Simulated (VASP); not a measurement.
Here is a VASP 6.6.1 calculation.

Contents of INCAR:

```
SYSTEM = Si
  PREC = Accurate
  ENCUT = 600
  EDIFF = 1E-6
  ISMEAR = -1
  SIGMA = 0.1
  LREAL = .FALSE.
  LASPH = .TRUE.
  NELM = 80
  ALGO = Normal
  ISIF = 3
  LWAVE = .FALSE.
  LCHARG = .FALSE.
  GGA = RP
  IBRION = 2
  NSW = 80
  EDIFFG = -0.01
```

The input KPOINTS:

```
regular mesh
0
G
  14 14 14
  0 0 0
```

POSCAR

```
Si
1.0
    0.0000000000      1.9581061854      1.9581061854
    1.9581061854      0.0000000000      1.9581061854
    1.9581061854      1.9581061854      0.0000000000
Si
1
Direct
    0.0000000000      0.0000000000      0.0000000000
```

Potentials or basis: VASP PAW PBE potentials, release 64 (Si).

The run is started by

```sh
$ cat potpaw_PBE.64/Si/POTCAR > POTCAR
$ mpirun -np 1 vasp_std > vasp.out
```

(1) Estimate the relaxed cell.

(2) Estimate the relaxed volume.

(3) Predict the space group after relaxing (to 0.05 Å).

Answers

(1) a = 2.739 Å, b = 2.739 Å, c = 2.739 Å, α = 60.00°, β = 60.00°, γ = 60.00°.

(2) 14.53 Å³/atom.

(3) Fm-3m (No. 225).

Caveat: the PAW data sets were made with another functional, which shifts forces and pressure a little.
